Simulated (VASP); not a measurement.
InSb: single point with PBEsol

Crystal: InSb.

```
In Sb
1.0
    -3.06430    3.06430    1.42217
     3.06430   -3.06430    1.42217
     3.06430    3.06430   -1.42217
In Sb
1 1
Direct
  0.25000 0.75000 0.50000
  0.00000 0.00000 0.00000
```

This cell differs from its parent crystal: ratio of the length along z to the lengths across it x 0.85, volume and fractional coordinates fixed.

```
Program             : VASP 6.6.1
Task                : single point
Functional          : PBEsol
Potentials or basis : VASP PAW PBE potentials, release 64 (In_d, Sb)
Cutoff              : 520 eV
k mesh              : 24 × 24 × 24
Occupations         : gaussian, width 0.15 eV
Spin                : no spin polarisation
```

```json
{
  "Pressure": "2.5 GPa",
  "Band gap on the k mesh": "zero (bands 9 and 10 overlap by 3.48 eV)"
}
```

Stress tensor (GPa, compression positive):
```
-2.11  0.00  0.00
 0.00 -2.11  0.00
 0.00  0.00 11.70
```

Levels at points of the mesh, in eV from the Fermi level:
```tsv
k point	band 5	band 6	band 7	band 8	band 9	band 10	band 11	band 12	band 13	band 14
(0.00, 0.00, 0.00)	-14.20	-11.84	-4.60	-2.71	-2.71	2.73	5.13	5.13	7.75	8.32
(0.50, 0.00, 0.00)	-14.02	-7.05	-5.01	-1.99	-1.17	-0.44	2.88	3.01	5.03	6.93
(0.50, 0.50, 0.00)	-14.20	-10.99	-7.79	-1.21	0.62	0.63	1.00	7.30	9.21	9.33
(0.50, 0.50, 0.50)	-14.20	-10.25	-6.18	-4.96	-4.96	7.03	7.24	7.24	9.05	11.53
```

Run time: 23 min on 1 thread of AMD EPYC 9755 128-Core Processor, on a shared host, peak memory 0.96 GiB.

Caveat: the stress differs along the axes, from -2 to 12 GPa; the PAW data sets were made with another functional, which shifts forces and pressure a little; spin-orbit coupling is left out, which moves the levels of the heavy elements.
